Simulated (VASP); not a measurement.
PbS (m.bgw), 2 atoms in the cell. The structure is cubic, space group Fm-3m (No. 225). The conventional cell has a = 6.009 Å, b = 6.009 Å, c = 6.009 Å, α = 90.00°, β = 90.00°, γ = 90.00°. Within 4.0 Å of Pb (site symmetry m-3m) lie 6 S at 3.00 Å. Within 4.0 Å of S (site symmetry m-3m) lie 6 Pb at 3.00 Å. 

* Program: VASP 6.6.1
* Task: single point
* Functional: PBE
* Potentials or basis: VASP PAW PBE potentials, release 64 (Pb_d, S)
* Cutoff: 500 eV
* k mesh: 4 × 4 × 4
* Occupations: gaussian, width 0.01 eV
* Spin: no spin polarisation
* Dipole correction: no
* Further INCAR settings: ALGO = Normal; EDIFF = 1e-06; NBANDS = 17

Potentials or basis: VASP PAW PBE potentials, release 64 (Pb_d, S).

Launch:

```console
$ cat potpaw_PBE.64/Pb_d/POTCAR potpaw_PBE.64/S/POTCAR > POTCAR
$ mpirun -np 1 vasp_std > vasp.out
```

Hardware: 1 thread of Intel Xeon 8259CL, on a shared host.

**Question.** How long does it take, and how much memory?

**Answer.** Wall time 12 s on 1 thread of Intel Xeon 8259CL, on a shared host, peak memory 0.17 GiB. Counts: scf iterations 12, k points 8.
